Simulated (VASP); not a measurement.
A run of VASP 6.6.1 is set up as follows.

File INCAR:

```
ALGO = Normal
EDIFF = 1E-6
ENCUT = 520
GGA = PS
ISIF = 2
ISMEAR = -1
LASPH = T
LCHARG = F
LREAL = F
LWAVE = F
NBANDS = 24
NELM = 100
PREC = Accurate
SIGMA = 0.05
```

The input KPOINTS:

```
k-points
0
Gamma
  11 11 11
```

Contents of POSCAR:

```
TaAs
1.0
   -1.6923378284      1.6923378284      5.6668354012
    1.6923378284     -1.6923378284      5.6668354012
    1.6923378284      1.6923378284     -5.6668354012
Ta As
2 2
Direct
    0.5006891893      0.5006891893      0.0000000000
    0.2506891893      0.7506891893      0.5000000000
    0.0819102307      0.0819102307      0.0000000000
    0.8319102307      0.3319102307      0.5000000000
```

Potentials or basis: VASP PAW PBE potentials, release 64 (Ta_pv, As).

Launch:

```sh
$ cat potpaw_PBE.64/Ta_pv/POTCAR potpaw_PBE.64/As/POTCAR > POTCAR
$ mpirun -np 1 vasp_std > vasp.out
```

(1) What does it give for the pressure?

(2) Estimate the band gap on the k mesh.

Results:

(1) 10.8 GPa.

(2) 0.01 eV.

Caveat: the cell stands under pressure; the PAW data sets were made with another functional, which shifts forces and pressure a little; spin-orbit coupling is left out, which moves the levels of the heavy elements.
